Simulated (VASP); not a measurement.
# Si (I4_1/amd) in VASP: further runs

Si is run at these levels: PBEsol+D3(BJ), RPBE+D4, revPBE+D4; tasks: single point.

All numbers are computed with VASP 6.6.1; they aren't measurements. Logs are shortened: lines on timing, memory, paths and dates and some standing lists are left out, and cuts for length are marked.

### Step 1. The cell of the first run

The structure is tetragonal, space group I4_1/amd (No. 141). Conventional cell: a = 4.764 Å, b = 4.764 Å, c = 2.554 Å, α = 90.00°, β = 90.00°, γ = 90.00°. Si (site symmetry -4m2) has 10 Si at 2.47 to 3.06 Å within 3.3 Å.

### Step 2. Single point, PBEsol+D3(BJ)

Contents of INCAR:

```
SYSTEM = Si
PREC = Accurate ; ENCUT = 520
EDIFF = 1E-6 ; ISMEAR = -1
SIGMA = 0.05 ; LREAL = .False.
LASPH = .True. ; NELM = 60
ALGO = Normal ; ISIF = 2
LWAVE = .False. ; LCHARG = .False.
GGA = PS ; IVDW = 12
NBANDS = 11
```

Contents of KPOINTS:

```
Automatic mesh
0
Gamma
  11 11 11
  0 0 0
```

Contents of POSCAR:

```
Si
1.0
   -2.3821667828      2.3821667828      1.2770511600
    2.3821667828     -2.3821667828      1.2770511600
    2.3821667828      2.3821667828     -1.2770511600
Si
2
Direct
    0.5000000000      0.5000000000      0.0000000000
    0.2500000000      0.7500000000      0.5000000000
```

Potentials or basis: VASP PAW PBE potentials, release 64 (Si).

Started as:

```sh
> cat potpaw_PBE.64/Si/POTCAR > POTCAR
> mpirun -np 1 vasp_std > vasp.out
```

OUTCAR:

```text
SYSTEM = Si
   PREC = Accurate
   ENCUT = 520
   EDIFF = 1E-6
   ISMEAR = -1
   LREAL = .False.
   LASPH = .True.
   NELM = 60
   ISIF = 2
   GGA = PS
   IVDW = 12
 IVDW          = 12

 ion  position               nearest neighbor table
   1  0.500  0.500  0.000-   2 2.47   2 2.47   2 2.47   2 2.47   2 3.06   2 3.06   2 3.06   2 3.06

   2  0.250  0.750  0.500-   1 2.47   1 2.47   1 2.47   1 2.47   1 3.06   1 3.06   1 3.06   1 3.06

  LATTYP: Found a body centered tetragonal cell.
 ALAT       =     4.7643335656
 C/A-ratio  =     0.5360880561

  Lattice vectors:

 A1 = (  -2.3821667828,   2.3821667828,   1.2770511600)
 A2 = (   2.3821667828,  -2.3821667828,   1.2770511600)
 A3 = (   2.3821667828,   2.3821667828,  -1.2770511600)

Analysis of symmetry for initial positions (statically):
=====================================================================
 Subroutine PRICEL returns:
 Original cell was already a primitive cell.

 Routine SETGRP: Setting up the symmetry group for a
 body centered tetragonal supercell.

 Subroutine GETGRP returns: Found 16 space group operations
 (whereof  8 operations were pure point group operations)
 out of a pool of 16 trial point group operations.

The static configuration has the point symmetry D_2d.
 The point group associated with its full space group is D_4h.

Analysis of symmetry for dynamics (positions and initial velocities):
=====================================================================
 Subroutine PRICEL returns:
 Original cell was already a primitive cell.

 Routine SETGRP: Setting up the symmetry group for a
 body centered tetragonal supercell.

 Subroutine GETGRP returns: Found 16 space group operations
 (whereof  8 operations were pure point group operations)
 out of a pool of 16 trial point group operations.

The dynamic configuration has the point symmetry D_2d.
 The point group associated with its full space group is D_4h.

 Subroutine INISYM returns: Found 16 space group operations
 (whereof  8 operations are pure point group operations),
 and found     1 'primitive' translations

----------------------------------------------------------------------------------------

                                     Primitive cell

  volume of cell :      28.9876

  direct lattice vectors                    reciprocal lattice vectors
    -2.382166783  2.382166783  1.277051160     0.000000000  0.209892944  0.391526993
     2.382166783 -2.382166783  1.277051160     0.209892944  0.000000000  0.391526993
     2.382166783  2.382166783 -1.277051160     0.209892944  0.209892944  0.000000000

  length of vectors
[... 92 lines left out ...]
   PSTRESS=    0.0 pullay stress
   NELECT =       8.0000    total number of electrons
   NUPDOWN=      -1.0000    fix difference up-down
   EMIN   =  10.00;   EMAX   =-10.00  energy-range for DOS
   EFERMI =   0.00;   METHOD = LEGACY
   ISMEAR =    -1;   SIGMA  =   0.05  broadening in eV -4-tet -1-fermi 0-gaus
   EFERMI_NEDOS =   21; number of points for ismear=-14 and -15
   IALGO  =     38    algorithm
   IMIX   =      4    mixing-type and parameters
     AMIX     =   0.40;   BMIX     =  1.00
     AMIX_MAG =   1.60;   BMIX_MAG =  1.00
  volume/ion in A,a.u.               =      14.49        97.81
  Fermi-wavevector in a.u.,A,eV,Ry     =   1.065861  2.014185 15.457034  1.136060
  Thomas-Fermi vector in A             =   2.201427
   LORBIT       =      0    0 simple, 1 ext, 2 COOP (PROOUT), +10 PAW based schemes
   GGA     = PS    functional components
   LHFCALC =     F    Hartree Fock is set to
   AEXX    =    0.0000 exact exchange contribution
   IVDW    =    12    specifies the selected vdW correction
   LEPSILON=     F    determine dielectric tensor
   LRPA    =     F    only Hartree local field effects (RPA)
 non-spin polarized calculation
  energy-cutoff  :      520.00
  volume of cell :       28.99
 maximum number of plane-waves:       794
   NGX = 13   NGY = 13   NGZ = 13

 number of electron       8.0000000 magnetization

 Free energy of the ion-electron system (eV)
  ---------------------------------------------------
  ext. energy  EPLUGINS =         0.00000000
  ---------------------------------------------------
  free energy    TOTEN  =       -11.10633761 eV

  energy without entropy =      -11.10044863  energy(sigma->0) =      -11.10339312

 E-fermi :   9.7641     XC(G=0): -11.1738

 val. band max:        9.7602764921   @ k =   0.4545   0.3636   0.0000
 cond. band min:       9.8030698403   @ k =  -0.1818  -0.1818   0.0909
 fundamental gap:      0.0427933483
 Fermi energy:         9.7640990222

 k-point     1 :       0.0000    0.0000    0.0000
  band No.  band energies     occupation
      1      -4.4431      2.00000
      2       6.9878      2.00000
      3       6.9878      2.00000
      4       7.4573      2.00000
      5      10.9558      0.00000
      6      17.5661      0.00000
      7      18.7725      0.00000
      8      18.7725      0.00000
      9      19.9155      0.00000
     10      20.1608      0.00000
     11      21.0362      0.00000
[... 309 lines left out ...]
 k-point    24 :      -0.1818    0.1818    0.0000
  band No.  band energies     occupation
      1      -4.0248      2.00000
      2       3.7458      2.00000
      3       7.3690      2.00000
      4       9.2303      1.99995
      5      13.4872      0.00000
      6      14.5743      0.00000
      7      16.5481      0.00000
      8      19.7430      0.00000
      9      20.0626      0.00000
     10      20.5180      0.00000
     11      22.3859      0.00000

 [... further k-points ...]

------------------------ aborting loop because EDIFF is reached ----------------------------------------

 Edisp (eV)   -0.74514

 E8    (eV) :    -0.4715

  FORCE on cell =-STRESS in cart. coord.  units (eV):
  Direction    XX          YY          ZZ          XY          YZ          ZX
  --------------------------------------------------------------------------------------
  -------------------------------------------------------------------------------------
  Total       0.02318     0.02318     0.02686     0.00000     0.00000     0.00000
  in kB       1.28112     1.28112     1.48437     0.00000     0.00000     0.00000
  external pressure =        1.35 kB  Pullay stress =        0.00 kB

 VOLUME and BASIS-vectors are now :
 -----------------------------------------------------------------------------
  energy-cutoff  :      520.00
  volume of cell :       28.99
      direct lattice vectors                 reciprocal lattice vectors
    -2.382166783  2.382166783  1.277051160     0.000000000  0.209892944  0.391526993
     2.382166783 -2.382166783  1.277051160     0.209892944  0.000000000  0.391526993
     2.382166783  2.382166783 -1.277051160     0.209892944  0.209892944  0.000000000

 POSITION                                       TOTAL-FORCE (eV/Angst)
 -----------------------------------------------------------------------------------
      0.00000      0.00000      1.27705        -0.000000      0.000000     -0.000000
      2.38217      0.00000      0.63853         0.000000     -0.000000      0.000000
 -----------------------------------------------------------------------------------
    total drift:                                0.000000      0.000000      0.000000

  FREE ENERGIE OF THE ION-ELECTRON SYSTEM (eV)
  ---------------------------------------------------
  free  energy   TOTEN  =       -11.8514777856 eV

  energy  without entropy=      -11.8455888033  energy(sigma->0) =      -11.84853329
```

OSZICAR:

```text
N       E                     dE             d eps       ncg     rms          rms(c)
DAV:   1     0.347878058231E+01    0.34788E+01   -0.34146E+03  2772   0.609E+02
DAV:   2    -0.107175594618E+02   -0.14196E+02   -0.13705E+02  3483   0.820E+01
DAV:   3    -0.111378330607E+02   -0.42027E+00   -0.41316E+00  3615   0.110E+01
DAV:   4    -0.111395409756E+02   -0.17079E-02   -0.17076E-02  3305   0.871E-01
DAV:   5    -0.111395480593E+02   -0.70837E-05   -0.70843E-05  3526   0.519E-02    0.456E+00
DAV:   6    -0.111193130339E+02    0.20235E-01   -0.21523E-03  3230   0.241E-01    0.260E+00
DAV:   7    -0.111064148549E+02    0.12898E-01   -0.50173E-03  3045   0.379E-01    0.199E-01
DAV:   8    -0.111063399634E+02    0.74892E-04   -0.15613E-04  3638   0.764E-02    0.242E-02
DAV:   9    -0.111063381384E+02    0.18250E-05   -0.47663E-06  3256   0.137E-02    0.596E-03
DAV:  10    -0.111063376113E+02    0.52715E-06   -0.74538E-07  2016   0.412E-03
   1 F= -.11851478E+02 E0= -.11848533E+02  d E =-.588898E-02
```

Wall time 39 s (1 thread of Intel Xeon 8259CL, shared host); peak memory 0.18 GiB.

What came out:

```
Free energy                : -11.8515 eV
Pressure                   : 0.1 GPa
Band gap on the k mesh     : zero (band 4 reaches 11.80 eV, above the bottom of band 5 at 5.98 eV)
Dispersion energy per atom : -0.373 eV
```

Caveat: the PAW data sets were made with another functional, which shifts forces and pressure a little; pairwise dispersion overbinds metals, which lowers pressure and volume.

### Step 3. Single point, RPBE+D4

This run uses another cell than the first one, of 14.37 Å³/atom, 0.992 times its volume.

Contents of INCAR:

```
PREC = Accurate
ENCUT = 520
EDIFF = 1E-7
ISMEAR = -1
SIGMA = 0.05
LREAL = F
LASPH = T
NELM = 80
ALGO = Normal
ISIF = 2
LWAVE = F
LCHARG = F
GGA = RP
IVDW = 13
NBANDS = 11
```

Contents of KPOINTS:

```
regular mesh
0
Gamma
  11 11 11
```

Contents of POSCAR:

```
Si
1.0
   -2.3746449864      2.3746449864      1.2745682564
    2.3746449864     -2.3746449864      1.2745682564
    2.3746449864      2.3746449864     -1.2745682564
Si
2
Direct
    0.5000000000      0.5000000000      0.0000000000
    0.2500000000      0.7500000000      0.5000000000
```

Potentials or basis: VASP PAW PBE potentials, release 64 (Si).

Started as:

```sh
> cat potpaw_PBE.64/Si/POTCAR > POTCAR
> mpirun -np 1 vasp_std > vasp.out
```

OUTCAR:

```text
PREC = Accurate
   ENCUT = 520
   EDIFF = 1E-7
   ISMEAR = -1
   LREAL = F
   LASPH = T
   NELM = 80
   ISIF = 2
   GGA = RP
   IVDW = 13

 ion  position               nearest neighbor table
   1  0.500  0.500  0.000-   2 2.46   2 2.46   2 2.46   2 2.46   2 3.05   2 3.05   2 3.05   2 3.05

   2  0.250  0.750  0.500-   1 2.46   1 2.46   1 2.46   1 2.46   1 3.05   1 3.05   1 3.05   1 3.05

  LATTYP: Found a body centered tetragonal cell.
 ALAT       =     4.7492899728
 C/A-ratio  =     0.5367405501

  Lattice vectors:

[... 525 lines left out ...]

  DFT-D4 for vdW energy calculation

  Edisp (eV):   -1.86091

  FORCE on cell =-STRESS in cart. coord.  units (eV):
  Direction    XX          YY          ZZ          XY          YZ          ZX
  --------------------------------------------------------------------------------------
  -------------------------------------------------------------------------------------
  Total      -0.08005    -0.08005    -0.08795     0.00000     0.00000     0.00000
  in kB      -4.46098    -4.46098    -4.90173     0.00000     0.00000     0.00000
  external pressure =       -4.61 kB  Pullay stress =        0.00 kB

 VOLUME and BASIS-vectors are now :
 -----------------------------------------------------------------------------
  energy-cutoff  :      520.00
  volume of cell :       28.75
      direct lattice vectors                 reciprocal lattice vectors
    -2.374644986  2.374644986  1.274568256     0.000000000  0.210557790  0.392289701
     2.374644986 -2.374644986  1.274568256     0.210557790  0.000000000  0.392289701
     2.374644986  2.374644986 -1.274568256     0.210557790  0.210557790  0.000000000

 POSITION                                       TOTAL-FORCE (eV/Angst)
 -----------------------------------------------------------------------------------
      0.00000      0.00000      1.27457        -0.000000      0.000000      0.000000
      2.37464      0.00000      0.63728         0.000000     -0.000000     -0.000000
 -----------------------------------------------------------------------------------
    total drift:                                0.000000      0.000000      0.000000

  FREE ENERGIE OF THE ION-ELECTRON SYSTEM (eV)
  ---------------------------------------------------
  free  energy   TOTEN  =       -11.4772732144 eV

  energy  without entropy=      -11.4715722590  energy(sigma->0) =      -11.47442274
```

stdout:

```text
POSCAR found type information on POSCAR Si
 POSCAR found :  1 types and       2 ions
 scaLAPACK will be used
 -----------------------------------------------------------------------------
|                                                                             |
|                                                                             |
|     You enforced a specific xc type in the INCAR file but a different       |
|     I HOPE YOU KNOW WHAT YOU ARE DOING!                                     |
|                                                                             |
 -----------------------------------------------------------------------------

 LDA part: xc-table for (Slater+PW92), standard interpolation
 POSCAR, INCAR and KPOINTS ok, starting setup
 FFT: planning ... GRIDC
 FFT: planning ... GRID_SOFT
 FFT: planning ... GRID
 WAVECAR not read
 entering main loop
```

Run time: 43 s. Hardware: 1 thread of Intel Xeon 8259CL, shared host; peak memory 0.17 GiB.

Results:

- Free energy: -11.4773 eV
- Pressure: -0.5 GPa
- Band gap on the k mesh: zero (band 4 reaches 12.06 eV, above the bottom of band 5 at 6.19 eV)
- Dispersion energy per atom: -0.930 eV

Caveat: the PAW data sets were made with another functional, which shifts forces and pressure a little; pairwise dispersion overbinds metals, which lowers pressure and volume.

### Step 4. Single point, revPBE+D4

Contents of INCAR:

```
SYSTEM = Si
  ALGO = Normal
  EDIFF = 1E-7
  ENCUT = 520
  GGA = RE
  ISIF = 2
  ISMEAR = -1
  IVDW = 13
  LASPH = .TRUE.
  LCHARG = .FALSE.
  LREAL = .FALSE.
  LWAVE = .FALSE.
  NBANDS = 11
  NELM = 100
  PREC = Accurate
  SIGMA = 0.05
```

Contents of KPOINTS:

```
k-points
0
G
  11 11 11
  0 0 0
```

Contents of POSCAR:

```
Si
1.0
   -2.3803228685      2.3803228685      1.2767284657
    2.3803228685     -2.3803228685      1.2767284657
    2.3803228685      2.3803228685     -1.2767284657
Si
2
Direct
    0.5000000000      0.5000000000      0.0000000000
    0.2500000000      0.7500000000      0.5000000000
```

Potentials or basis: VASP PAW PBE potentials, release 64 (Si).

Started as:

```sh
> cat potpaw_PBE.64/Si/POTCAR > POTCAR
> mpirun -np 1 vasp_std > vasp.out
```

OUTCAR:

```text
SYSTEM = Si
   EDIFF = 1E-7
   ENCUT = 520
   GGA = RE
   ISIF = 2
   ISMEAR = -1
   IVDW = 13
   LASPH = .TRUE.
   LREAL = .FALSE.
   NELM = 100
   PREC = Accurate

 ion  position               nearest neighbor table
   1  0.500  0.500  0.000-   2 2.46   2 2.46   2 2.46   2 2.46   2 3.06   2 3.06   2 3.06   2 3.06

   2  0.250  0.750  0.500-   1 2.46   1 2.46   1 2.46   1 2.46   1 3.06   1 3.06   1 3.06   1 3.06

  LATTYP: Found a body centered tetragonal cell.
 ALAT       =     4.7606457370
 C/A-ratio  =     0.5363677687

  Lattice vectors:

 A1 = (  -2.3803228685,   2.3803228685,   1.2767284657)
[... 524 lines left out ...]

  DFT-D4 for vdW energy calculation

  Edisp (eV):   -1.61900

  FORCE on cell =-STRESS in cart. coord.  units (eV):
  Direction    XX          YY          ZZ          XY          YZ          ZX
  --------------------------------------------------------------------------------------
  -------------------------------------------------------------------------------------
  Total      -0.06411    -0.06411    -0.07083     0.00000     0.00000     0.00000
  in kB      -3.54965    -3.54965    -3.92189     0.00000     0.00000     0.00000
  external pressure =       -3.67 kB  Pullay stress =        0.00 kB

 VOLUME and BASIS-vectors are now :
 -----------------------------------------------------------------------------
  energy-cutoff  :      520.00
  volume of cell :       28.94
      direct lattice vectors                 reciprocal lattice vectors
    -2.380322868  2.380322868  1.276728466     0.000000000  0.210055538  0.391625951
     2.380322868 -2.380322868  1.276728466     0.210055538  0.000000000  0.391625951
     2.380322868  2.380322868 -1.276728466     0.210055538  0.210055538  0.000000000

 POSITION                                       TOTAL-FORCE (eV/Angst)
 -----------------------------------------------------------------------------------
      0.00000      0.00000      1.27673         0.000000      0.000000      0.000000
      2.38032      0.00000      0.63836        -0.000000     -0.000000     -0.000000
 -----------------------------------------------------------------------------------
    total drift:                                0.000000      0.000000      0.000000

  FREE ENERGIE OF THE ION-ELECTRON SYSTEM (eV)
  ---------------------------------------------------
  free  energy   TOTEN  =       -11.3751347074 eV

  energy  without entropy=      -11.3693391751  energy(sigma->0) =      -11.37223694
```

OSZICAR:

```text
N       E                     dE             d eps       ncg     rms          rms(c)
DAV:   1     0.514929221098E+01    0.51493E+01   -0.34079E+03  2772   0.612E+02
DAV:   2    -0.940617072172E+01   -0.14555E+02   -0.13977E+02  3544   0.809E+01
DAV:   3    -0.976658039920E+01   -0.36041E+00   -0.35855E+00  3526   0.107E+01
DAV:   4    -0.976797533880E+01   -0.13949E-02   -0.13948E-02  3364   0.856E-01
DAV:   5    -0.976798139269E+01   -0.60539E-05   -0.60543E-05  3516   0.495E-02    0.518E+00
DAV:   6    -0.976139067107E+01    0.65907E-02   -0.23397E-03  3190   0.288E-01    0.298E+00
DAV:   7    -0.975612152916E+01    0.52691E-02   -0.59684E-03  3045   0.478E-01    0.255E-01
DAV:   8    -0.975613990700E+01   -0.18378E-04   -0.20155E-04  3544   0.982E-02    0.826E-02
DAV:   9    -0.975613823864E+01    0.16684E-05   -0.94360E-06  3211   0.182E-02    0.640E-03
DAV:  10    -0.975613750037E+01    0.73827E-06   -0.92907E-07  3673   0.548E-03    0.263E-03
DAV:  11    -0.975613752668E+01   -0.26309E-07   -0.36496E-08  1894   0.121E-03
   1 F= -.11375135E+02 E0= -.11372237E+02  d E =-.579553E-02
```

stdout:

```text
POSCAR found type information on POSCAR Si
 POSCAR found :  1 types and       2 ions
 scaLAPACK will be used
 -----------------------------------------------------------------------------
|                                                                             |
|                                                                             |
|     You enforced a specific xc type in the INCAR file but a different       |
|     I HOPE YOU KNOW WHAT YOU ARE DOING!                                     |
|                                                                             |
 -----------------------------------------------------------------------------

 LDA part: xc-table for (Slater+PW92), standard interpolation
 POSCAR, INCAR and KPOINTS ok, starting setup
 FFT: planning ... GRIDC
 FFT: planning ... GRID_SOFT
 FFT: planning ... GRID
 WAVECAR not read
 entering main loop
```

It took 48 s on 1 thread of Intel Xeon 8259CL, shared host; peak memory 0.17 GiB.

Results:

- Free energy: -11.3751 eV
- Pressure: -0.4 GPa
- Band gap on the k mesh: zero (band 4 reaches 11.94 eV, above the bottom of band 5 at 6.11 eV)
- Dispersion energy per atom: -0.809 eV

Levels at points of the mesh, in eV from the Fermi level:
```tsv
k point	band 1	band 2	band 3	band 4	band 5	band 6	band 7	band 8
(0.00, 0.00, 0.00)	-14.22	-2.79	-2.79	-2.27	1.21	7.73	9.08	9.08
```

Caveat: the PAW data sets were made with another functional, which shifts forces and pressure a little; pairwise dispersion overbinds metals, which lowers pressure and volume.

### Step 5. Overview

| level | cell | gap on the mesh (eV) | pressure (GPa) |
| --- | --- | --- | --- |
| PBEsol+D3(BJ) | a = 3.603 Å, angles 97.2, 97.2, 138.5°, 2 atoms | none | 0.1 |
| RPBE+D4 | a = 3.592 Å, angles 97.2, 97.2, 138.4°, 2 atoms | none | -0.5 |
| revPBE+D4 | a = 3.600 Å, angles 97.2, 97.2, 138.5°, 2 atoms | none | -0.4 |

Alike in all rows: task single point; potentials or basis VASP PAW PBE potentials, release 64 (Si); no spin polarisation; k mesh 11 × 11 × 11; cutoff (eV) 520; smearing fermi-dirac 0.05 eV.

Caveats: the PAW data sets were made with another functional, which shifts forces and pressure a little; pairwise dispersion overbinds metals, which lowers pressure and volume.

Total energies depend on the potentials used, so only differences within one code and one set of settings carry meaning.
